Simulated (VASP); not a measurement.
Write the native input for VASP 6.6.1 that does the following.

```
Task                   : single point
Functional             : PBE
Potentials or basis    : VASP PAW PBE potentials, release 64 (Si, Mo_sv)
Cutoff                 : 520 eV
k mesh                 : 14 × 14 × 14
Occupations            : gaussian, width 0.1 eV
Spin                   : no spin polarisation
Dipole correction      : no
Further INCAR settings : ALGO = Fast; EDIFF = 1e-07; NBANDS = 31
```

The structure of SiMo3 lies in POSCAR:

```
SiMo3
1.0
    0.0000000000      3.0989641333      3.0989641333
    3.0989641333      0.0000000000      3.0989641333
    3.0989641333      3.0989641333      0.0000000000
Si Mo
1 3
Direct
    0.0000000000      0.0000000000      0.0000000000
    0.7500000000      0.7500000000      0.7500000000
    0.2500000000      0.2500000000      0.2500000000
    0.5000000000      0.5000000000      0.5000000000
```

The input as run:

INCAR

```
ALGO = Fast ; EDIFF = 1E-7
ENCUT = 520 ; GGA = PE
ISIF = 2 ; ISMEAR = 0
LASPH = True ; LCHARG = True
LELF = True ; LREAL = False
LVHAR = True ; LWAVE = False
NBANDS = 31 ; NELM = 80
PREC = Accurate ; SIGMA = 0.1
```

KPOINTS

```
k-points
0
Gamma
  14 14 14
```

Potentials or basis: VASP PAW PBE potentials, release 64 (Si, Mo_sv).

Launch:

```bash
$ cat potpaw_PBE.64/Si/POTCAR potpaw_PBE.64/Mo_sv/POTCAR > POTCAR
$ mpirun -np 1 vasp_std > vasp.out
```

It gave:

The pressure is 0.4 GPa. The band gap on the k mesh is zero (band 23 reaches 13.81 eV, above the bottom of band 24 at 11.83 eV).

It took 4.5 min on 1 thread of Intel(R) Xeon(R) Platinum 8259CL CPU @ 2.50GHz (Skylake/Cascade Lake), on a shared host, peak memory 0.31 GiB.
